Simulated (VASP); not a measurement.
Runs of VASP 6.6.1 on Ta4H3. The structure is that of space group P-42m (No. 111), or close to it. The cells are those of the table. 

```csv
task,cell,k mesh,cutoff (eV),gap on the mesh (eV),pressure (GPa),relaxed volume (Å³/atom),largest force (eV/Å)
relaxation of cell and atoms,"relaxed from a = 4.389, b = 4.389, c = 4.543 Å, 7 atoms",4 × 4 × 4,600,none,-0.4,(b),0.03
single point,"a = 4.827, b = 4.827, c = 3.474 Å, 7 atoms",3 × 3 × 5,520,none,0.1,-,0.01
single point,"a = 3.467, b = 4.823, c = 4.823 Å, 7 atoms",6 × 4 × 4,520,none,0.2,-,0.02
single point,"a = 3.450, b = 4.833, c = 4.834 Å, 7 atoms",6 × 4 × 4,520,none,0.2,-,0.01
relaxation of cell and atoms,"relaxed from a = 4.920, b = 4.920, c = 3.550 Å, 7 atoms",3 × 3 × 5,600,none,0.3,11.55,0.03
single point,"a = 4.087, b = 4.087, c = 4.956 Å, 7 atoms",4 × 4 × 4,520,none,(a),-,0.05
```

Alike in all rows: level PBE; potentials or basis VASP PAW PBE potentials, release 64 (Ta_pv, H); no spin polarisation; smearing gaussian 0.2 eV.

Estimate the missing entries.

(a) 0.4; (b) 11.88.

Caveats: some runs use coarse meshes; spin-orbit coupling is left out, which moves the levels of the heavy elements; the relaxation stopped at a loose force limit of 0.08 eV/Å, so its end isn't a converged minimum (some runs).

A k mesh can miss the band edges, and the runs leave out spin-orbit coupling on Ta.

A gap of «none» marks levels without a gap at the run's occupations.
